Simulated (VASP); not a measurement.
A run of VASP 6.6.1 is set up as follows.

Contents of INCAR:

```
SYSTEM = Ni
ALGO = Normal
EDIFF = 1E-6
ENCUT = 520
GGA = PS
ISIF = 2
ISMEAR = 0
ISPIN = 2
LASPH = .True.
LCHARG = .False.
LMAXMIX = 4
LORBIT = 11
LREAL = .False.
LWAVE = .False.
MAGMOM = 0.5
NBANDS = 15
NELM = 150
PREC = Accurate
SIGMA = 0.05
```

KPOINTS

```
k-points
0
Gamma
  20 20 20
  0 0 0
```

File POSCAR:

```
Ni
1.0
    0.0000000000      1.7315663749      1.7315663749
    1.7315663749      0.0000000000      1.7315663749
    1.7315663749      1.7315663749      0.0000000000
Ni
1
Direct
    0.0000000000      0.0000000000      0.0000000000
```

Potentials or basis: VASP PAW PBE potentials, release 64 (Ni).

Command:

```console
$ cat potpaw_PBE.64/Ni/POTCAR > POTCAR
$ mpirun -np 1 vasp_std > vasp.out
```

Q: Estimate the site moments.

A: Ni +0.63 μB.

Q: What does it give for the pressure?

A: -0.2 GPa.

Q: What does it give for the net moment?

A: 0.62 μB per cell.

Caveat: the PAW data sets were made with another functional, which shifts forces and pressure a little.
